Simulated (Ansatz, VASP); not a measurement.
# One calculation of B, two programs

```
B
1.0
    -1.43535    2.34966    2.41267
     1.43535   -2.34966    2.41267
     1.43535    2.34966   -2.41267
B
4
Direct
  0.91153 0.34046 0.57107
  0.73060 0.65954 0.07107
  0.08847 0.65954 0.42893
  0.26940 0.34046 0.92893
```

Alike in both runs: task relaxation of cell and atoms; functional PBE; k mesh 8 × 8 × 8; occupations gaussian, width 0.1 eV; no spin polarisation.

|  | VASP | Ansatz |
| --- | --- | --- |
| version | VASP 6.6.1 | Ansatz 0.2.0 |
| potentials or method | VASP PAW PBE potentials, release 64 (B), cutoff 600 eV | scalar-relativistic, plane waves, PAW |
| valence electrons in the cell | 12 | 12 |

|  | VASP | Ansatz | Ansatz less VASP |
| --- | --- | --- | --- |
| gap on the k mesh at the Fermi level, each at its own relaxed structure (eV) | none | none | - |
| relaxed volume (Å³/atom) | 8.79 | 7.60 | -1.192 |
| relaxed cell length with the largest relative difference (Å) | 3.744 | 3.583 | -0.1613 |

A gap of «none» marks a metal or a gap that the smearing closes.
